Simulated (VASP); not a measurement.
# K (Cmcm) in VASP: a series of runs

K is run at these levels: PBE; tasks: single point.

All numbers are computed with VASP 6.6.1; they aren't measurements. Logs are shortened: lines on timing, memory, paths and dates and some standing lists are left out, and cuts for length are marked.

## (1) The cell of the first run

It takes space group Cmcm (No. 63, orthorhombic). Conventional cell: a = 4.876 Å, b = 8.095 Å, c = 7.812 Å, α = 90.00°, β = 90.00°, γ = 90.00°.

## (2) Single point, PBE

The input, INCAR:

```
  ALGO = Fast
  EDIFF = 1E-7
  ENCUT = 520
  GGA = PE
  ISIF = 2
  ISMEAR = -1
  LASPH = T
  LCHARG = T
  LELF = T
  LREAL = F
  LVHAR = T
  LWAVE = F
  NBANDS = 16
  NELM = 100
  PREC = Accurate
  SIGMA = 0.08617333262145177
```

The input, KPOINTS:

```
k-points
0
Gamma
  4 4 2
```

The input, POSCAR:

```
K
1.0
    2.4379623500     -4.0476104500      0.0000000000
    2.4379623500      4.0476104500      0.0000000000
    0.0000000000      0.0000000000      7.8117980100
K
2
Direct
    0.8206130200      0.1793869800      0.2500000000
    0.1793869800      0.8206130200      0.7500000000
```

Potentials or basis: VASP PAW PBE potentials, release 64 (K_sv).

Run with:

```sh
$ cat potpaw_PBE.64/K_sv/POTCAR > POTCAR
$ mpirun -np 1 vasp_std > vasp.out
```

OUTCAR:

```text
EDIFF = 1E-7
   ENCUT = 520
   GGA = PE
   ISIF = 2
   ISMEAR = -1
   LASPH = T
   LREAL = F
   NELM = 100
   PREC = Accurate

 ion  position               nearest neighbor table
   1  0.821  0.179  0.250-
   2  0.179  0.821  0.750-

  LATTYP: Found a base centered orthorhombic cell.
 ALAT       =     4.8759247000
 B/A-ratio  =     1.6602432150
 C/A-ratio  =     1.6021162119

  Lattice vectors:

 A1 = (   2.4379623500,  -4.0476104500,   0.0000000000)
 A2 = (   2.4379623500,   4.0476104500,   0.0000000000)
 A3 = (   0.0000000000,   0.0000000000,   7.8117980100)

Analysis of symmetry for initial positions (statically):
=====================================================================
 Subroutine PRICEL returns:
 Original cell was already a primitive cell.

 Routine SETGRP: Setting up the symmetry group for a
 base centered orthorhombic supercell.

 Subroutine GETGRP returns: Found  8 space group operations
 (whereof  4 operations were pure point group operations)
 out of a pool of  8 trial point group operations.

The static configuration has the point symmetry C_2h.
 The point group associated with its full space group is D_2h.

Analysis of symmetry for dynamics (positions and initial velocities):
=====================================================================
 Subroutine PRICEL returns:
 Original cell was already a primitive cell.

 Routine SETGRP: Setting up the symmetry group for a
 base centered orthorhombic supercell.

 Subroutine GETGRP returns: Found  8 space group operations
 (whereof  4 operations were pure point group operations)
 out of a pool of  8 trial point group operations.

The dynamic configuration has the point symmetry C_2h.
 The point group associated with its full space group is D_2h.

 Subroutine INISYM returns: Found  8 space group operations
 (whereof  4 operations are pure point group operations),
 and found     1 'primitive' translations

----------------------------------------------------------------------------------------

                                     Primitive cell

  volume of cell :     154.1724

  direct lattice vectors                    reciprocal lattice vectors
     2.437962350 -4.047610450  0.000000000     0.205089303 -0.123529674  0.000000000
     2.437962350  4.047610450  0.000000000     0.205089303  0.123529674  0.000000000
     0.000000000  0.000000000  7.811798010     0.000000000  0.000000000  0.128011502

  length of vectors
     4.725125477  4.725125477  7.811798010     0.239418468  0.239418468  0.128011502

  position of ions in fractional coordinates (direct lattice)
     0.820613020  0.179386980  0.250000000
     0.179386980  0.820613020  0.750000000

  ion indices of the primitive-cell ions
   primitive index   ion index
                 1           1
                 2           2

----------------------------------------------------------------------------------------

 KPOINTS: k-points

Automatic generation of k-mesh.
 Grid dimensions read from file:
 generate k-points for:    4    4    2

 Generating k-lattice:

  Cartesian coordinates                     Fractional coordinates (reciprocal lattice)
     0.051272326 -0.030882419  0.000000000     0.250000000 -0.000000000  0.000000000
     0.051272326  0.030882419  0.000000000    -0.000000000  0.250000000  0.000000000
     0.000000000  0.000000000  0.064005751     0.000000000  0.000000000  0.500000000

  Length of vectors
     0.059854617  0.059854617  0.064005751

  Shift w.r.t. Gamma in fractional coordinates (k-lattice)
     0.000000000  0.000000000  0.000000000

 Subroutine IBZKPT returns following result:
 ===========================================

 Found     14 irreducible k-points:

 Following reciprocal coordinates:
            Coordinates               Weight
  0.000000  0.000000  0.000000      1.000000
  0.250000  0.000000  0.000000      4.000000
  0.500000  0.000000  0.000000      2.000000
  0.250000  0.250000  0.000000      2.000000
  0.500000  0.250000  0.000000      4.000000
 -0.250000  0.250000  0.000000      2.000000
  0.500000  0.500000  0.000000      1.000000
  0.000000  0.000000  0.500000      1.000000
  0.250000  0.000000  0.500000      4.000000
  0.500000  0.000000  0.500000      2.000000
  0.250000  0.250000  0.500000      2.000000
  0.500000  0.250000  0.500000      4.000000
 -0.250000  0.250000  0.500000      2.000000
  0.500000  0.500000  0.500000      1.000000
   k-points           NKPTS =     14   k-points in BZ     NKDIM =     14   number of bands    NBANDS=     16
   number of dos      NEDOS =    301   number of ions     NIONS =      2
   total plane-waves  NPLWV =  77760
   dimension x,y,z NGX =    36 NGY =   36 NGZ =   60
   dimension x,y,z NGXF=    72 NGYF=   72 NGZF=  120
   ions per type =               2
   NGX,Y,Z   is equivalent  to a cutoff of  12.67, 12.67, 12.77 a.u.
   NGXF,Y,Z  is equivalent  to a cutoff of  25.33, 25.33, 25.54 a.u.
 SYSTEM =  unknown system
   PREC   = accura    normal or accurate (medium, high low for compatibility)
   ISTART =      0    job   : 0-new  1-cont  2-samecut
   ICHARG =      2    charge: 1-file 2-atom 10-const
   ISPIN  =      1    spin polarized calculation?
   LNONCOLLINEAR =      F non collinear calculations
   LSORBIT =      F    spin-orbit coupling
   LASPH  =      T    aspherical Exc in radial PAW
   ENCUT  =  520.0 eV  38.22 Ry    6.18 a.u.   8.79  8.79 14.52*2*pi/ulx,y,z
   NELM   =    100;   NELMIN=  2; NELMDL= -5     # of ELM steps
   EDIFF  = 0.1E-06   stopping-criterion for ELM
   LREAL  =      F    real-space projection
   EDIFFG = 0.1E-05   stopping-criterion for IOM
   NSW    =      0    number of steps for IOM
   IBRION =     -1    ionic relax: 0-MD 1-quasi-New 2-CG
   NFREE  =      0    steps in history (QN), initial steepest desc. (CG)
   ISIF   =      2    stress and relaxation
   ISYM   =      2    0-nonsym 1-usesym 2-fastsym
   POTIM  = 0.5000    time-step for ionic-motion
   TEBEG  =    0.0;   TEEND  =   0.0 temperature during run
   PSTRESS=    0.0 pullay stress
   NELECT =      18.0000    total number of electrons
   NUPDOWN=      -1.0000    fix difference up-down
   EMIN   =  10.00;   EMAX   =-10.00  energy-range for DOS
   EFERMI =   0.00;   METHOD = LEGACY
   ISMEAR =    -1;   SIGMA  =   0.09  broadening in eV -4-tet -1-fermi 0-gaus
   EFERMI_NEDOS =   21; number of points for ismear=-14 and -15
   IALGO  =     68    algorithm
   IMIX   =      4    mixing-type and parameters
     AMIX     =   0.40;   BMIX     =  1.00
     AMIX_MAG =   1.60;   BMIX_MAG =  1.00
  volume/ion in A,a.u.               =      77.09       520.20
  Fermi-wavevector in a.u.,A,eV,Ry     =   0.800135  1.512036  8.710674  0.640216
  Thomas-Fermi vector in A             =   1.907373
   LORBIT       =      0    0 simple, 1 ext, 2 COOP (PROOUT), +10 PAW based schemes
   GGA     = PE    functional components
   LHFCALC =     F    Hartree Fock is set to
   AEXX    =    0.0000 exact exchange contribution
   IVDW    =     0    specifies the selected vdW correction
   LEPSILON=     F    determine dielectric tensor
   LRPA    =     F    only Hartree local field effects (RPA)
 non-spin polarized calculation
 RMM-DIIS sequential band-by-band and
  energy-cutoff  :      520.00
  volume of cell :      154.17
 maximum number of plane-waves:      4164
   NGX = 17   NGY = 17   NGZ = 29

 number of electron      18.0000000 magnetization

 Free energy of the ion-electron system (eV)
  ---------------------------------------------------
  ext. energy  EPLUGINS =         0.00000000
  ---------------------------------------------------
  free energy    TOTEN  =        -2.09728501 eV

  energy without entropy =       -2.04232263  energy(sigma->0) =       -2.06980382

 E-fermi :  -0.0857     XC(G=0):  -5.5378

 val. band max:       -0.1332266917   @ k =   0.5000   0.0000   0.0000
 cond. band min:      -0.0326061947   @ k =   0.2500   0.2500   0.5000
 fundamental gap:      0.1006204970
 Fermi energy:        -0.0856928972

 k-point     1 :       0.0000    0.0000    0.0000
  band No.  band energies     occupation
      1     -32.3727      2.00000
      2     -32.3698      2.00000
      3     -15.8820      2.00000
      4     -15.8359      2.00000
      5     -15.8319      2.00000
      6     -15.8264      2.00000
[... 8 lines left out ...]
     15       4.1657      0.00000
     16       4.3227      0.00000

 k-point     2 :       0.2500    0.0000    0.0000
  band No.  band energies     occupation
      1     -32.3714      2.00000
      2     -32.3692      2.00000
      3     -15.8717      2.00000
      4     -15.8552      2.00000
      5     -15.8476      2.00000
      6     -15.8389      2.00000
[... 8 lines left out ...]
     15       4.1776      0.00000
     16       4.1834      0.00000

 k-point     3 :       0.5000    0.0000    0.0000
  band No.  band energies     occupation
      1     -32.3697      2.00000
      2     -32.3690      2.00000
      3     -15.8760      2.00000
      4     -15.8686      2.00000
      5     -15.8559      2.00000
      6     -15.8444      2.00000
[... 8 lines left out ...]
     15       3.8477      0.00000
     16       4.5785      0.00000

 k-point     4 :       0.2500    0.2500    0.0000
  band No.  band energies     occupation
      1     -32.3697      2.00000
      2     -32.3690      2.00000
      3     -15.8640      2.00000
      4     -15.8609      2.00000
      5     -15.8561      2.00000
      6     -15.8521      2.00000
[... 8 lines left out ...]
     15       2.8653      0.00000
     16       3.6568      0.00000
[... 134 lines left out ...]
 k-point    12 :       0.5000    0.2500    0.5000
  band No.  band energies     occupation
      1     -32.3692      2.00000
      2     -32.3692      2.00000
      3     -15.8735      2.00000
      4     -15.8735      2.00000
      5     -15.8525      2.00000
      6     -15.8525      2.00000
[... 8 lines left out ...]
     15       3.8498      0.00000
     16       3.8498      0.00000

 k-point    13 :      -0.2500    0.2500    0.5000
  band No.  band energies     occupation
      1     -32.3701      2.00000
      2     -32.3701      2.00000
      3     -15.8613      2.00000
      4     -15.8613      2.00000
      5     -15.8422      2.00000
      6     -15.8422      2.00000
[... 8 lines left out ...]
     15       3.8841      0.00000
     16       3.8847      0.00000

 k-point    14 :       0.5000    0.5000    0.5000
  band No.  band energies     occupation
      1     -32.3690      2.00000
      2     -32.3690      2.00000
      3     -15.8806      2.00000
      4     -15.8806      2.00000
      5     -15.8436      2.00000
      6     -15.8436      2.00000
[... 8 lines left out ...]
     15       3.8595      0.00000
     16       3.8595      0.00000

------------------------ aborting loop because EDIFF is reached ----------------------------------------

  FORCE on cell =-STRESS in cart. coord.  units (eV):
  Direction    XX          YY          ZZ          XY          YZ          ZX
  --------------------------------------------------------------------------------------
  -------------------------------------------------------------------------------------
  Total        0.1066900     -0.0110289     -0.4439705      0.0000000      0.0000000      0.0000000
  in kB        1.1087351     -0.1146134     -4.6137920      0.0000000      0.0000000      0.0000000
  external PRESSURE =      -1.2065568 kB  Pullay stress =       0.0000000 kB

 VOLUME and BASIS-vectors are now :
 -----------------------------------------------------------------------------
  energy-cutoff  :      520.00
  volume of cell :      154.17
      direct lattice vectors                 reciprocal lattice vectors
     2.437962350 -4.047610450  0.000000000     0.205089303 -0.123529674  0.000000000
     2.437962350  4.047610450  0.000000000     0.205089303  0.123529674  0.000000000
     0.000000000  0.000000000  7.811798010     0.000000000  0.000000000  0.128011502

 POSITION                                       TOTAL-FORCE (eV/Angst)
 -----------------------------------------------------------------------------------
      2.43796     -2.59543      1.95295         0.000000     -0.003010     -0.000000
      2.43796      2.59543      5.85885         0.000000      0.003010      0.000000
 -----------------------------------------------------------------------------------
    total drift:                               -0.000000     -0.000000      0.000000

  FREE ENERGIE OF THE ION-ELECTRON SYSTEM (eV)
  ---------------------------------------------------
  free  energy   TOTEN  =        -2.0972850144 eV

  energy  without entropy=       -2.0423226299  energy(sigma->0) =       -2.06980382
```

Wall time 93 s (1 thread of AMD EPYC, shared host); peak memory 0.22 GiB.

What came out:

```yaml
Free_energy: -2.0973 eV
Pressure: -0.1 GPa
Largest_force: 0.003 eV/Å
Band_gap_on_the_k_mesh: zero (band 9 reaches 0.49 eV, above the bottom of band 10 at -1.62 eV)
```

Forces on the atoms (eV/Å):
```
K    0.000 -0.003  0.000
K    0.000  0.003  0.000
```

Stress tensor (GPa, compression positive):
```
 0.11  0.00  0.00
 0.00 -0.01  0.00
 0.00  0.00 -0.46
```

Caveat: the k points lie up to 0.40 Å⁻¹ apart.

## (3) Single point, PBE

The input, INCAR:

```
  ALGO = Normal
  EDIFF = 1E-7
  ENCUT = 520
  GGA = PE
  ISIF = 2
  ISMEAR = 0
  LASPH = T
  LCHARG = F
  LREAL = F
  LWAVE = F
  NBANDS = 16
  NELM = 100
  PREC = Accurate
  SIGMA = 0.1
```

KPOINTS is that of step 2.

POSCAR is that of step 2.

Potentials or basis: VASP PAW PBE potentials, release 64 (K_sv).

Run with:

```sh
$ cat potpaw_PBE.64/K_sv/POTCAR > POTCAR
$ mpirun -np 1 vasp_std > vasp.out
```

Wall time 74 s (1 thread of AMD EPYC, shared host); peak memory 0.22 GiB.

The run converged. Its results:

```yaml
Free_energy: -2.0711 eV
Pressure: -0.1 GPa
Largest_force: 0.004 eV/Å
Band_gap_on_the_k_mesh: zero (band 9 reaches 0.49 eV, above the bottom of band 10 at -1.62 eV)
```

Forces on the atoms (eV/Å):
```
K    0.000 -0.004  0.000
K    0.000  0.004  0.000
```

Stress tensor (GPa, compression positive):
```
 0.24  0.00  0.00
 0.00 -0.08  0.00
 0.00  0.00 -0.52
```

Levels at points of the mesh, in eV from the Fermi level:
```csv
k point,band 6,band 7,band 8,band 9,band 10,band 11,band 12,band 13
"(0.00, 0.00, 0.00)",-15.78,-15.78,-15.78,-2.26,0.14,0.36,3.68,3.92
"(0.50, 0.00, 0.00)",-15.80,-15.79,-15.79,-0.09,0.03,1.49,1.82,1.99
"(0.50, 0.50, 0.00)",-15.80,-15.79,-15.79,0.02,0.18,1.46,1.75,2.27
"(0.00, 0.00, 0.50)",-15.78,-15.78,-15.78,-1.58,-1.58,2.53,2.53,3.80
"(0.50, 0.00, 0.50)",-15.80,-15.79,-15.79,0.41,0.41,0.62,0.62,2.89
"(0.50, 0.50, 0.50)",-15.80,-15.79,-15.79,0.53,0.53,0.74,0.74,2.91
```

Caveat: the k points lie up to 0.40 Å⁻¹ apart.
